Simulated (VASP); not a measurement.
**PtS2: single point with PBE+D3(BJ)**

The system is PtS2, a slab with vacuum.

```
S Pt
1.0
     3.54153    0.00000    0.00000
    -1.77076    3.06705    0.00000
     0.00000    0.00000   22.46706
S Pt
4 2
Direct
  0.66667 0.33333 0.20029
  0.33333 0.66667 0.31062
  0.33333 0.00000 0.44849
  0.00000 0.33333 0.55881
  0.00000 0.00000 0.25565
  0.66667 0.66667 0.50346
```

```yaml
Program: VASP 6.6.1
Task: single point
Functional: PBE
Dispersion: D3(BJ)
Potentials_or_basis: VASP PAW PBE potentials, release 64 (S, Pt)
Cutoff: 400 eV
k_mesh: 9 × 9 × 1
Occupations: gaussian, width 0.05 eV
Spin: no spin polarisation
Dipole_correction: yes
Further_INCAR_settings: ALGO = Normal; EDIFF = 1e-06; NBANDS = 31; NELMDL = -8
```

* Largest force: 0.110 eV/Å
* Band gap on the k mesh: 1.19 eV, indirect (least direct gap 1.32 eV)
* Dispersion energy per atom: -0.326 eV

Forces in eV/Å, atoms in the order of the input:
```
S    0.011 -0.038  0.039
S    0.028 -0.099 -0.039
S   -0.028  0.099  0.039
S   -0.011  0.038 -0.039
Pt   0.000  0.050 -0.001
Pt   0.000 -0.050  0.001
```

Levels at points of the mesh, in eV from the valence-band top:
| k point | band 18 | band 19 | band 20 | band 21 | band 22 | band 23 | band 24 | band 25 | band 26 | band 27 |
| --- | --- | --- | --- | --- | --- | --- | --- | --- | --- | --- |
| (0.00, 0.00, 0.00) | -0.74 | -0.74 | -0.70 | -0.68 | -0.43 | 2.73 | 2.73 | 2.82 | 2.83 | 5.04 |

It took 3.1 min on 1 thread of Intel(R) Xeon(R) 6975P-C (Granite Rapids) (shared host), peak memory 0.38 GiB.

Caveat: spin-orbit coupling is left out, which moves the levels of the heavy elements.
